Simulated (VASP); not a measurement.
# SnSe (CsCl type) (Pm-3m) in VASP: a series of runs

Runs on SnSe (CsCl type). Level: PBE. Tasks: single point.

Program: VASP 6.6.1. These are calculated values, not measurements. Logs are shortened: lines on timing, memory, paths and dates and some standing lists are left out, and cuts for length are marked.

### Step 1. The cell of the first run

Symmetry: Pm-3m, No. 221, cubic system. Conventional cell: a = 3.396 Å, b = 3.396 Å, c = 3.396 Å, α = 90.00°, β = 90.00°, γ = 90.00°. Within 3.9 Å of Sn (site symmetry m-3m) lie 8 Se at 2.94 Å and 6 Sn at 3.40 Å. Se (site symmetry m-3m) has 8 Sn at 2.94 Å and 6 Se at 3.40 Å within 3.9 Å.

### Step 2. Single point, PBE

INCAR reads:

```
SYSTEM = SnSe
PREC = Accurate
ENCUT = 520
EDIFF = 1E-6
ISMEAR = -1
SIGMA = 0.08
LREAL = .False.
LASPH = .True.
NELM = 80
ALGO = Normal
ISIF = 2
LWAVE = .False.
LCHARG = .False.
GGA = PE
NBANDS = 17
```

KPOINTS reads:

```
regular mesh
0
Gamma
  14 14 14
  0 0 0
```

POSCAR reads:

```
SnSe
1.0
    3.3958963080      0.0000000000      0.0000000000
    0.0000000000      3.3958963080      0.0000000000
    0.0000000000      0.0000000000      3.3958963080
Sn Se
1 1
Direct
    0.0000000000      0.0000000000      0.0000000000
    0.5000000000      0.5000000000      0.5000000000
```

Potentials or basis: VASP PAW PBE potentials, release 64 (Sn_d, Se).

The run is started by

```console
$ cat potpaw_PBE.64/Sn_d/POTCAR potpaw_PBE.64/Se/POTCAR > POTCAR
$ mpirun -np 1 vasp_std > vasp.out
```

OUTCAR:

```text
SYSTEM = SnSe
   PREC = Accurate
   ENCUT = 520
   EDIFF = 1E-6
   ISMEAR = -1
   LREAL = .False.
   LASPH = .True.
   NELM = 80
   ISIF = 2
   GGA = PE

 ion  position               nearest neighbor table
   1  0.000  0.000  0.000-   2 2.94   2 2.94   2 2.94   2 2.94   2 2.94   2 2.94   2 2.94   2 2.94

   2  0.500  0.500  0.500-   1 2.94   1 2.94   1 2.94   1 2.94   1 2.94   1 2.94   1 2.94   1 2.94

  LATTYP: Found a simple cubic cell.
 ALAT       =     3.3958963080

  Lattice vectors:

 A1 = (   3.3958963080,   0.0000000000,   0.0000000000)
 A2 = (   0.0000000000,   3.3958963080,   0.0000000000)
 A3 = (   0.0000000000,   0.0000000000,   3.3958963080)

Analysis of symmetry for initial positions (statically):
=====================================================================
 Subroutine PRICEL returns:
 Original cell was already a primitive cell.

 Routine SETGRP: Setting up the symmetry group for a
 simple cubic supercell.

 Subroutine GETGRP returns: Found 48 space group operations
 (whereof 48 operations were pure point group operations)
 out of a pool of 48 trial point group operations.

The static configuration has the point symmetry O_h .

Analysis of symmetry for dynamics (positions and initial velocities):
=====================================================================
 Subroutine PRICEL returns:
 Original cell was already a primitive cell.

 Routine SETGRP: Setting up the symmetry group for a
 simple cubic supercell.

 Subroutine GETGRP returns: Found 48 space group operations
 (whereof 48 operations were pure point group operations)
 out of a pool of 48 trial point group operations.

The dynamic configuration has the point symmetry O_h .

 Subroutine INISYM returns: Found 48 space group operations
 (whereof 48 operations are pure point group operations),
 and found     1 'primitive' translations

----------------------------------------------------------------------------------------

                                     Primitive cell

  volume of cell :      39.1619

  direct lattice vectors                    reciprocal lattice vectors
     3.395896308  0.000000000  0.000000000     0.294473067  0.000000000  0.000000000
     0.000000000  3.395896308  0.000000000     0.000000000  0.294473067  0.000000000
     0.000000000  0.000000000  3.395896308     0.000000000  0.000000000  0.294473067

  length of vectors
     3.395896308  3.395896308  3.395896308     0.294473067  0.294473067  0.294473067
[... 79 lines left out ...]
   ENCUT  =  520.0 eV  38.22 Ry    6.18 a.u.   6.31  6.31  6.31*2*pi/ulx,y,z
   NELM   =     80;   NELMIN=  2; NELMDL= -5     # of ELM steps
   EDIFF  = 0.1E-05   stopping-criterion for ELM
   LREAL  =      F    real-space projection
   EDIFFG = 0.1E-04   stopping-criterion for IOM
   NSW    =      0    number of steps for IOM
   IBRION =     -1    ionic relax: 0-MD 1-quasi-New 2-CG
   NFREE  =      0    steps in history (QN), initial steepest desc. (CG)
   ISIF   =      2    stress and relaxation
   ISYM   =      2    0-nonsym 1-usesym 2-fastsym
   POTIM  = 0.5000    time-step for ionic-motion
   TEBEG  =    0.0;   TEEND  =   0.0 temperature during run
   PSTRESS=    0.0 pullay stress
   NELECT =      20.0000    total number of electrons
   NUPDOWN=      -1.0000    fix difference up-down
   EMIN   =  10.00;   EMAX   =-10.00  energy-range for DOS
   EFERMI =   0.00;   METHOD = LEGACY
   ISMEAR =    -1;   SIGMA  =   0.08  broadening in eV -4-tet -1-fermi 0-gaus
   EFERMI_NEDOS =   21; number of points for ismear=-14 and -15
   IALGO  =     38    algorithm
   IMIX   =      4    mixing-type and parameters
     AMIX     =   0.40;   BMIX     =  1.00
     AMIX_MAG =   1.60;   BMIX_MAG =  1.00
  volume/ion in A,a.u.               =      19.58       132.14
  Fermi-wavevector in a.u.,A,eV,Ry     =   1.308570  2.472839 23.298023  1.712356
  Thomas-Fermi vector in A             =   2.439228
   LORBIT       =      0    0 simple, 1 ext, 2 COOP (PROOUT), +10 PAW based schemes
   GGA     = PE    functional components
   LHFCALC =     F    Hartree Fock is set to
   AEXX    =    0.0000 exact exchange contribution
   IVDW    =     0    specifies the selected vdW correction
   LEPSILON=     F    determine dielectric tensor
   LRPA    =     F    only Hartree local field effects (RPA)
 non-spin polarized calculation
  energy-cutoff  :      520.00
  volume of cell :       39.16
 maximum number of plane-waves:      1078
 NGX is ok and might be reduce to    28
   NGX = 13   NGY = 13   NGZ = 13

 number of electron      20.0000002 magnetization

 Free energy of the ion-electron system (eV)
  ---------------------------------------------------
  ext. energy  EPLUGINS =         0.00000000
  ---------------------------------------------------
  free energy    TOTEN  =        -7.19053649 eV

  energy without entropy =       -7.17345387  energy(sigma->0) =       -7.18199518

 E-fermi :   9.5407     XC(G=0): -11.3482

 val. band max:        9.5152920586   @ k =   0.2857   0.2143   0.0000
 cond. band min:       9.5589342519   @ k =   0.2857   0.1429   0.0000
 fundamental gap:      0.0436421933
 Fermi energy:         9.5406560919

 k-point     1 :       0.0000    0.0000    0.0000
  band No.  band energies     occupation
      1     -12.3508      2.00000
      2     -12.3508      2.00000
      3     -12.1931      2.00000
      4     -12.1931      2.00000
      5     -12.1931      2.00000
      6      -6.3229      2.00000
[... 457 lines left out ...]
      4     -12.2191      2.00000
      5     -12.2074      2.00000
      6      -4.7212      2.00000
[... 9 lines left out ...]
     16      19.9098      0.00000
     17      21.0704      0.00000

 [... further k-points ...]

------------------------ aborting loop because EDIFF is reached ----------------------------------------

  FORCE on cell =-STRESS in cart. coord.  units (eV):
  Direction    XX          YY          ZZ          XY          YZ          ZX
  --------------------------------------------------------------------------------------
  -------------------------------------------------------------------------------------
  Total        4.9225409      4.9225409      4.9225409      0.0000000      0.0000000      0.0000000
  in kB      201.3894194    201.3894194    201.3894194      0.0000000      0.0000000      0.0000000
  external PRESSURE =     201.3894194 kB  Pullay stress =       0.0000000 kB

 VOLUME and BASIS-vectors are now :
 -----------------------------------------------------------------------------
  energy-cutoff  :      520.00
  volume of cell :       39.16
      direct lattice vectors                 reciprocal lattice vectors
     3.395896308  0.000000000  0.000000000     0.294473067  0.000000000  0.000000000
     0.000000000  3.395896308  0.000000000     0.000000000  0.294473067  0.000000000
     0.000000000  0.000000000  3.395896308     0.000000000  0.000000000  0.294473067

 POSITION                                       TOTAL-FORCE (eV/Angst)
 -----------------------------------------------------------------------------------
      0.00000      0.00000      0.00000         0.000000      0.000000      0.000000
      1.69795      1.69795      1.69795         0.000000      0.000000      0.000000
 -----------------------------------------------------------------------------------
    total drift:                                0.000000      0.000000     -0.000000

  FREE ENERGIE OF THE ION-ELECTRON SYSTEM (eV)
  ---------------------------------------------------
  free  energy   TOTEN  =        -7.1905364884 eV

  energy  without entropy=       -7.1734538687  energy(sigma->0) =       -7.18199518
```

Run time: 33 s. Hardware: 1 thread of AMD EPYC 9R45 (Zen 5), shared host; peak memory 0.18 GiB.

Results:

```yaml
Free_energy: -7.1905 eV
Pressure: 20.1 GPa
Band_gap_on_the_k_mesh: zero (band 10 reaches 10.16 eV, above the bottom of band 11 at 7.37 eV)
```

Levels at points of the mesh, in eV from the Fermi level:
| k point | band 8 | band 9 | band 10 | band 11 | band 12 | band 13 |
| --- | --- | --- | --- | --- | --- | --- |
| (0.00, 0.00, 0.00) | -2.83 | -2.83 | -2.83 | 3.61 | 3.61 | 7.74 |
| (0.50, 0.00, 0.00) | -1.08 | -1.08 | 0.02 | 1.20 | 3.18 | 3.18 |
| (0.50, 0.50, 0.00) | -6.91 | -6.64 | -0.55 | 4.75 | 4.75 | 5.76 |
| (0.50, 0.50, 0.50) | -4.35 | -4.35 | -4.06 | -2.17 | -2.17 | -2.17 |

Caveat: spin-orbit coupling is left out, which moves the levels of the heavy elements.

### Step 3. Single point, PBE

INCAR reads:

```
  PREC = Accurate
  ENCUT = 520
  EDIFF = 1E-6
  ISMEAR = -1
  SIGMA = 0.08
  LREAL = False
  LASPH = True
  NELM = 80
  ALGO = Normal
  ISIF = 2
  LWAVE = False
  LCHARG = False
  GGA = PE
  NBANDS = 17
```

KPOINTS reads:

```
regular mesh
0
Gamma
  14 14 14
```

POSCAR reads:

```
SnSe
1.0
    3.3958963081      0.0000000000      0.0000000000
    0.0000000000      3.3958963081      0.0000000000
    0.0000000000      0.0000000000      3.3958963081
Sn Se
1 1
Direct
    0.0000000000      0.0000000000      0.0000000000
    0.5000000000      0.5000000000      0.5000000000
```

Potentials or basis: VASP PAW PBE potentials, release 64 (Sn_d, Se).

The run is started by

```console
$ cat potpaw_PBE.64/Sn_d/POTCAR potpaw_PBE.64/Se/POTCAR > POTCAR
$ mpirun -np 1 vasp_std > vasp.out
```

Wall time 32 s (1 thread of AMD EPYC 9R45 (Zen 5), shared host); peak memory 0.19 GiB.

It converged, with:

| Quantity | Value |
| --- | --- |
| Free energy | -7.1905 eV |
| Pressure | 20.1 GPa |
| Band gap on the k mesh | zero (band 10 reaches 10.16 eV, above the bottom of band 11 at 7.37 eV) |

Levels at points of the mesh, in eV from the Fermi level:
```tsv
k point	band 6	band 7	band 8	band 9	band 10	band 11	band 12	band 13	band 14	band 15
(0.00, 0.00, 0.00)	-15.86	-5.22	-2.83	-2.83	-2.83	3.61	3.61	7.74	7.74	7.74
(0.50, 0.00, 0.00)	-14.26	-10.13	-1.08	-1.08	0.02	1.20	3.18	3.18	5.51	7.52
(0.50, 0.50, 0.00)	-12.98	-6.91	-6.91	-6.64	-0.55	4.75	4.75	5.76	6.66	8.64
(0.50, 0.50, 0.50)	-12.36	-4.35	-4.35	-4.35	-4.06	-2.17	-2.17	-2.17	16.61	16.61
```

Caveat: spin-orbit coupling is left out, which moves the levels of the heavy elements.
